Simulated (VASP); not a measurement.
# C62N (a cell with a defect) in VASP: further runs

Runs on C62N (a cell with a defect). Level: PBEsol. Tasks: single point.

Everything below comes from runs of VASP 6.6.1. Logs are shortened: lines on timing, memory, paths and dates and some standing lists are left out, and cuts for length are marked.

## (1) The cell of the first run

The cell holds a defect, 63 atoms: a = 7.140 Å, b = 7.140 Å, c = 7.140 Å, α = 90.00°, β = 90.00°, γ = 90.00°.

## (2) Single point, PBEsol

The input, INCAR:

```
PREC = Accurate
ENCUT = 520
EDIFF = 1E-6
ISMEAR = 0
SIGMA = 0.05
LREAL = Auto
LASPH = T
NELM = 100
ALGO = Normal
ISIF = 2
LWAVE = F
LCHARG = F
GGA = PS
NELECT = 252.0
NBANDS = 164
```

The input, KPOINTS:

```
regular mesh
0
Gamma
  2 2 2
```

The input, POSCAR:

```
C62N
1.0
    7.1400000000      0.0000000000      0.0000000000
    0.0000000000      7.1400000000      0.0000000000
    0.0000000000      0.0000000000      7.1400000000
C N
62 1
Direct
    0.4998398002      0.0001601998     -0.0001601998
    0.6250052590      0.1258249652      0.1250052590
    0.7503746828      0.2511371389      0.0008808063
    0.8757231190      0.3779835097      0.1270649641
    0.7495099210      0.0014555009      0.2495099210
    0.8754467365      0.1252812520      0.3754467365
   -0.0005354749      0.0002926064     -0.0002926064
    0.1258018757      0.1243376922      0.1249610763
    0.2501142609      0.2498857391      0.0007686318
    0.3756623078      0.3741981243      0.1249610763
    0.4997073936      0.5005354749     -0.0002926064
    0.6231970423      0.6262489063      0.1231970423
    0.7495099210      0.7504900790     -0.0014555009
    0.8737510937      0.8768029577      0.1231970423
    0.2488628611     -0.0008808063      0.2503746828
    0.3762405410      0.1237594590      0.3744654679
    0.5008808063      0.2511371389      0.2503746828
    0.6270649641      0.3779835097      0.3757231190
    0.7497180781      0.5062055109      0.2497180781
    0.4997073936      0.0002926064      0.4994645251
    0.6249610763      0.1243376922      0.6258018757
    0.7540015865      0.2531004782      0.4991580226
    0.8691737659      0.3631549127      0.6368450873
    0.7503746828     -0.0008808063      0.7488628611
    0.8744654679      0.1237594590      0.8762405410
    0.0000237348      0.4999762652      0.0004185214
    0.1220164903      0.6242768810      0.1270649641
    0.2488628611      0.7496253172      0.0008808063
    0.3741750348      0.8749947410      0.1250052590
   -0.0008419774      0.2531004782      0.2540015865
    0.1368450873      0.3631549127      0.3691737659
    0.2468995218      0.5008419774      0.2540015865
    0.3747187480      0.6245532635      0.3754467365
    0.4985444991      0.7504900790      0.2495099210
    0.6231970423      0.8768029577      0.3737510937
    0.0000237348     -0.0004185214      0.5000237348
    0.1251305612      0.1237250054      0.6251305612
    0.2495939905      0.2504060095      0.5015008393
    0.3762749946      0.3748694388      0.6251305612
    0.5004185214      0.4999762652      0.5000237348
    0.6270649641      0.6242768810      0.6220164903
    0.7497180781      0.7502819219      0.4937944891
    0.8757231190      0.8729350359      0.6220164903
    0.2501142609     -0.0007686318      0.7501142609
    0.3752207068      0.1247792932      0.8752207068
    0.5007686318      0.2498857391      0.7501142609
    0.6249610763      0.3741981243      0.8756623078
    0.7540015865      0.5008419774      0.7468995218
    0.8754467365      0.6245532635      0.8747187480
   -0.0062055109      0.7502819219      0.2497180781
    0.1220164903      0.8729350359      0.3757231190
    0.1368450873      0.6308262341      0.6368450873
    0.2468995218      0.7459984135      0.4991580226
    0.3756623078      0.8750389237      0.6258018757
    0.0015008393      0.2504060095      0.7495939905
    0.1251305612      0.3748694388      0.8762749946
    0.2495939905      0.4984991607      0.7495939905
    0.3762405410      0.6255345321      0.8762405410
    0.5008808063      0.7496253172      0.7488628611
    0.6250052590      0.8749947410      0.8741750348
   -0.0008419774      0.7459984135      0.7468995218
    0.1258018757      0.8750389237      0.8756623078
   -0.1359909582      0.6359909582      0.3640090418
```

Potentials or basis: VASP PAW PBE potentials, release 64 (C, N).

On the command line:

```bash
> cat potpaw_PBE.64/C/POTCAR potpaw_PBE.64/N/POTCAR > POTCAR
> mpirun -np 1 vasp_std > vasp.out
```

OUTCAR:

```text
PREC = Accurate
   ENCUT = 520
   EDIFF = 1E-6
   ISMEAR = 0
   LREAL = Auto
   LASPH = T
   NELM = 100
   ISIF = 2
   GGA = PS
   NELECT = 252.0

 ion  position               nearest neighbor table
   1  0.500  0.000  1.000-  45 1.54  29 1.55   2 1.55  60 1.55
   2  0.625  0.126  0.125-   5 1.54   3 1.55  17 1.55   1 1.55
   3  0.750  0.251  0.001-  47 1.54   2 1.55  25 1.55   4 1.56
   4  0.876  0.378  0.127-  26 1.54  30 1.55  19 1.55   3 1.56
   5  0.750  0.001  0.250-   2 1.54  14 1.55  35 1.55   6 1.55
   6  0.875  0.125  0.375-  22 1.54  30 1.54  36 1.55   5 1.55
[... 14 lines left out ...]
  21  0.625  0.124  0.626-  24 1.54  46 1.54  20 1.55  22 1.58
  22  0.754  0.253  0.499-  23 1.50   6 1.54  18 1.55  21 1.58
[... 27 lines left out ...]
  50  0.994  0.750  0.250-  63 1.48  14 1.54  51 1.55  27 1.55
  51  0.122  0.873  0.376-  36 1.54  53 1.55  50 1.55  15 1.56
  52  0.137  0.631  0.637-  57 1.48  53 1.50  61 1.50
  53  0.247  0.746  0.499-  52 1.50  33 1.54  51 1.55  54 1.58
  54  0.376  0.875  0.626-  59 1.54  44 1.54  20 1.55  53 1.58
  55  0.002  0.250  0.750-  23 1.48  37 1.55  56 1.55  25 1.57
  56  0.125  0.375  0.876-  26 1.54   9 1.54  55 1.55  57 1.55
  57  0.250  0.498  0.750-  52 1.48  39 1.55  56 1.55  58 1.57
  58  0.376  0.626  0.876-  11 1.53  59 1.55  28 1.55  57 1.57
  59  0.501  0.750  0.749-  54 1.54  60 1.55  58 1.55  41 1.56
  60  0.625  0.875  0.874-  13 1.54  24 1.55  59 1.55   1 1.55
  61  0.999  0.746  0.747-  52 1.50  49 1.54  43 1.55  62 1.58
  62  0.126  0.875  0.876-  28 1.54  44 1.54   7 1.55  61 1.58
  63  0.864  0.636  0.364-  19 1.48  42 1.48  50 1.48

  LATTYP: Found a simple cubic cell.
 ALAT       =     7.1400000000

  Lattice vectors:

 A1 = (   7.1400000000,   0.0000000000,   0.0000000000)
 A2 = (   0.0000000000,   7.1400000000,   0.0000000000)
 A3 = (   0.0000000000,   0.0000000000,   7.1400000000)

Analysis of symmetry for initial positions (statically):
=====================================================================
 Subroutine PRICEL returns:
 Original cell was already a primitive cell.

 Routine SETGRP: Setting up the symmetry group for a
 simple cubic supercell.

 Subroutine GETGRP returns: Found  6 space group operations
 (whereof  2 operations were pure point group operations)
 out of a pool of 48 trial point group operations.

The static configuration has the point symmetry C_1h.
 The point group associated with its full space group is C_3v.

Analysis of symmetry for dynamics (positions and initial velocities):
=====================================================================
 Subroutine PRICEL returns:
 Original cell was already a primitive cell.

 Routine SETGRP: Setting up the symmetry group for a
 simple cubic supercell.

 Subroutine GETGRP returns: Found  6 space group operations
 (whereof  2 operations were pure point group operations)
 out of a pool of 48 trial point group operations.

The dynamic configuration has the point symmetry C_1h.
 The point group associated with its full space group is C_3v.

 Subroutine INISYM returns: Found  6 space group operations
 (whereof  2 operations are pure point group operations),
 and found     1 'primitive' translations

----------------------------------------------------------------------------------------

                                     Primitive cell

  volume of cell :     363.9943

  direct lattice vectors                    reciprocal lattice vectors
     7.140000000  0.000000000  0.000000000     0.140056022  0.000000000  0.000000000
     0.000000000  7.140000000  0.000000000     0.000000000  0.140056022  0.000000000
     0.000000000  0.000000000  7.140000000     0.000000000  0.000000000  0.140056022

  length of vectors
     7.140000000  7.140000000  7.140000000     0.140056022  0.140056022  0.140056022

  position of ions in fractional coordinates (direct lattice)
     0.499839800  0.000160200  0.999839800
     0.625005259  0.125824965  0.125005259
     0.750374683  0.251137139  0.000880806
     0.875723119  0.377983510  0.127064964
     0.749509921  0.001455501  0.249509921
     0.875446737  0.125281252  0.375446737
[... 55 lines left out ...]
     0.125801876  0.875038924  0.875662308
     0.864009042  0.635990958  0.364009042

  ion indices of the primitive-cell ions
   primitive index   ion index
                 1           1
                 2           2
                 3           3
                 4           4
                 5           5
                 6           6
[... 55 lines left out ...]
                62          62
                63          63

----------------------------------------------------------------------------------------

 KPOINTS: regular mesh

Automatic generation of k-mesh.
 Grid dimensions read from file:
 generate k-points for:    2    2    2

 Generating k-lattice:

  Cartesian coordinates                     Fractional coordinates (reciprocal lattice)
     0.070028011  0.000000000  0.000000000     0.500000000  0.000000000  0.000000000
     0.000000000  0.070028011  0.000000000     0.000000000  0.500000000  0.000000000
     0.000000000  0.000000000  0.070028011     0.000000000  0.000000000  0.500000000

  Length of vectors
     0.070028011  0.070028011  0.070028011

  Shift w.r.t. Gamma in fractional coordinates (k-lattice)
     0.000000000  0.000000000  0.000000000

 Subroutine IBZKPT returns following result:
 ===========================================

 Found      4 irreducible k-points:

 Following reciprocal coordinates:
            Coordinates               Weight
  0.000000  0.000000  0.000000      1.000000
  0.500000  0.000000  0.000000      3.000000
  0.500000  0.500000  0.000000      3.000000
  0.500000  0.500000  0.500000      1.000000
   k-points           NKPTS =      4   k-points in BZ     NKDIM =      4   number of bands    NBANDS=    164
   number of dos      NEDOS =    301   number of ions     NIONS =     63
   total plane-waves  NPLWV = 157464
   dimension x,y,z NGX =    54 NGY =   54 NGZ =   54
   dimension x,y,z NGXF=   108 NGYF=  108 NGZF=  108
   ions per type =              62   1
   NGX,Y,Z   is equivalent  to a cutoff of  12.57, 12.57, 12.57 a.u.
   NGXF,Y,Z  is equivalent  to a cutoff of  25.15, 25.15, 25.15 a.u.
 SYSTEM =  unknown system
   PREC   = accura    normal or accurate (medium, high low for compatibility)
   ISTART =      0    job   : 0-new  1-cont  2-samecut
   ICHARG =      2    charge: 1-file 2-atom 10-const
   ISPIN  =      1    spin polarized calculation?
   LNONCOLLINEAR =      F non collinear calculations
   LSORBIT =      F    spin-orbit coupling
   LASPH  =      T    aspherical Exc in radial PAW
   ENCUT  =  520.0 eV  38.22 Ry    6.18 a.u.  13.28 13.28 13.28*2*pi/ulx,y,z
   NELM   =    100;   NELMIN=  2; NELMDL= -5     # of ELM steps
   EDIFF  = 0.1E-05   stopping-criterion for ELM
   LREAL  =      T    real-space projection
   EDIFFG = 0.1E-04   stopping-criterion for IOM
   NSW    =      0    number of steps for IOM
   IBRION =     -1    ionic relax: 0-MD 1-quasi-New 2-CG
   NFREE  =      0    steps in history (QN), initial steepest desc. (CG)
   ISIF   =      2    stress and relaxation
   ISYM   =      2    0-nonsym 1-usesym 2-fastsym
   POTIM  = 0.5000    time-step for ionic-motion
   TEBEG  =    0.0;   TEEND  =   0.0 temperature during run
   PSTRESS=    0.0 pullay stress
   NELECT =     252.0000    total number of electrons
   NUPDOWN=      -1.0000    fix difference up-down
   EMIN   =  10.00;   EMAX   =-10.00  energy-range for DOS
   EFERMI =   0.00;   METHOD = LEGACY
   ISMEAR =     0;   SIGMA  =   0.05  broadening in eV -4-tet -1-fermi 0-gaus
   EFERMI_NEDOS =   21; number of points for ismear=-14 and -15
   IALGO  =     38    algorithm
   IMIX   =      4    mixing-type and parameters
     AMIX     =   0.40;   BMIX     =  1.00
     AMIX_MAG =   1.60;   BMIX_MAG =  1.00
  volume/ion in A,a.u.               =       5.78        38.99
  Fermi-wavevector in a.u.,A,eV,Ry     =   1.448250  2.736795 28.537232  2.097427
  Thomas-Fermi vector in A             =   2.566112
   LORBIT       =      0    0 simple, 1 ext, 2 COOP (PROOUT), +10 PAW based schemes
   GGA     = PS    functional components
   LHFCALC =     F    Hartree Fock is set to
   AEXX    =    0.0000 exact exchange contribution
   IVDW    =     0    specifies the selected vdW correction
   LEPSILON=     F    determine dielectric tensor
   LRPA    =     F    only Hartree local field effects (RPA)
 non-spin polarized calculation
 Gauss-broadening in eV      SIGMA  =   0.05
  energy-cutoff  :      520.00
  volume of cell :      363.99
 maximum number of plane-waves:      9808
 NGX is ok and might be reduce to    54
   NGX = 27   NGY = 27   NGZ = 27

 number of electron     251.9999995 magnetization

 Free energy of the ion-electron system (eV)
  ---------------------------------------------------
  ext. energy  EPLUGINS =         0.00000000
  ---------------------------------------------------
  free energy    TOTEN  =      -609.90161516 eV

  energy without entropy =     -609.90161516  energy(sigma->0) =     -609.90161516

 E-fermi :  10.2124     XC(G=0): -13.3102

 val. band max:       10.0190866881   @ k =   0.0000   0.0000   0.0000
 cond. band min:      10.4125910018   @ k =   0.5000   0.0000   0.0000
 fundamental gap:      0.3935043136
 Fermi energy:        10.2124409987

 k-point     1 :       0.0000    0.0000    0.0000
  band No.  band energies     occupation
      1     -12.1036      2.00000
      2     -10.5118      2.00000
      3      -9.7837      2.00000
      4      -9.7837      2.00000
      5      -9.7760      2.00000
      6      -9.7760      2.00000
[... 553 lines left out ...]
    137      15.3265      0.00000
    138      15.3826      0.00000
 [bands above 138 left out]

------------------------ aborting loop because EDIFF is reached ----------------------------------------

  FORCE on cell =-STRESS in cart. coord.  units (eV):
  Direction    XX          YY          ZZ          XY          YZ          ZX
  --------------------------------------------------------------------------------------
  -------------------------------------------------------------------------------------
  Total      -26.0195372    -26.0195372    -26.0195372     -5.4439578     -5.4439578      5.4439578
  in kB     -114.5290123   -114.5290123   -114.5290123    -23.9624214    -23.9624214     23.9624214
  external PRESSURE =    -114.5290123 kB  Pullay stress =       0.0000000 kB

 VOLUME and BASIS-vectors are now :
 -----------------------------------------------------------------------------
  energy-cutoff  :      520.00
  volume of cell :      363.99
      direct lattice vectors                 reciprocal lattice vectors
     7.140000000  0.000000000  0.000000000     0.140056022  0.000000000  0.000000000
     0.000000000  7.140000000  0.000000000     0.000000000  0.140056022  0.000000000
     0.000000000  0.000000000  7.140000000     0.000000000  0.000000000  0.140056022

 POSITION                                       TOTAL-FORCE (eV/Angst)
 -----------------------------------------------------------------------------------
      3.56886      0.00114      7.13886         0.004925     -0.004925      0.004925
      4.46254      0.89839      0.89254        -0.007095     -0.012796     -0.007095
      5.35768      1.79312      0.00629         0.005253      0.000314      0.002765
      6.25266      2.69880      0.90724        -0.001635     -0.008014     -0.004249
      5.35150      0.01039      1.78150        -0.002363     -0.002891     -0.002363
      6.25069      0.89451      2.68069         0.001390     -0.009115      0.001390
[... 55 lines left out ...]
      0.89823      6.24778      6.25223        -0.011408      0.003760     -0.007103
      6.16902      4.54098      2.59902         0.009181     -0.009181      0.009181
 -----------------------------------------------------------------------------------
    total drift:                               -0.062656      0.062656     -0.062656

  FREE ENERGIE OF THE ION-ELECTRON SYSTEM (eV)
  ---------------------------------------------------
  free  energy   TOTEN  =      -609.9016151610 eV

  energy  without entropy=     -609.9016151587  energy(sigma->0) =     -609.90161516
```

Wall time 6.1 min (1 thread of Intel Xeon Platinum 8375C at 2.90GHz (Ice Lake), shared host); peak memory 0.48 GiB.

What came out:

| Property | Result |
| --- | --- |
| Free energy | -609.9016 eV |
| Largest force | 0.040 eV/Å |

Forces on the atoms (eV/Å):
```
C    0.005 -0.005  0.005
C   -0.007 -0.013 -0.007
C    0.005  0.000  0.003
C   -0.002 -0.008 -0.004
C   -0.002 -0.003 -0.002
C    0.001 -0.009  0.001
C    0.012 -0.005  0.005
C   -0.011  0.007 -0.004
C    0.007 -0.007 -0.003
C   -0.007  0.011 -0.004
C    0.005 -0.012  0.005
C   -0.008 -0.001 -0.008
C   -0.002  0.002  0.003
C    0.001  0.008 -0.008
C    0.000 -0.003  0.005
C   -0.005  0.005  0.012
C    0.003  0.000  0.005
C   -0.004 -0.008 -0.002
C   -0.005 -0.016 -0.005
C    0.005 -0.005  0.012
C   -0.004  0.007 -0.011
C   -0.014 -0.014 -0.003
C    0.012  0.027 -0.027
C    0.005 -0.003  0.000
C    0.012  0.005 -0.005
C    0.001 -0.001 -0.014
C    0.008  0.002 -0.004
C    0.000 -0.005  0.003
C    0.013  0.007 -0.007
C   -0.003 -0.014 -0.014
C   -0.027  0.027  0.012
C    0.014  0.003 -0.014
C    0.009 -0.001  0.001
C    0.003  0.002 -0.002
C   -0.008  0.008  0.001
C    0.001  0.014  0.001
C   -0.005  0.005 -0.005
C    0.019 -0.019  0.011
C   -0.005  0.005 -0.005
C   -0.014 -0.001  0.001
C   -0.004  0.002  0.008
C   -0.005  0.005  0.016
C   -0.002  0.004  0.008
C    0.007  0.003  0.007
C    0.006 -0.006  0.006
C   -0.003 -0.007  0.007
C   -0.004  0.011 -0.007
C   -0.014  0.003  0.014
C    0.001 -0.001  0.009
C    0.016  0.005 -0.005
C    0.008  0.004 -0.002
C   -0.027 -0.012 -0.027
C    0.014  0.014 -0.003
C   -0.007  0.004 -0.011
C    0.011 -0.019  0.019
C   -0.005  0.005 -0.005
C    0.019 -0.011  0.019
C   -0.005 -0.012 -0.005
C    0.003 -0.005  0.000
C   -0.007  0.007  0.013
C   -0.003  0.014  0.014
C   -0.011  0.004 -0.007
N    0.009 -0.009  0.009
```

Caveat: the k points lie up to 0.44 Å⁻¹ apart; the cell carries a net charge on a neutralising background, which shifts energy and pressure; the cell is charged against a uniform background, so pressure and absolute levels hang on convention; the PAW data sets were made with another functional, which shifts forces and pressure a little.

[end of part 1 of 2]
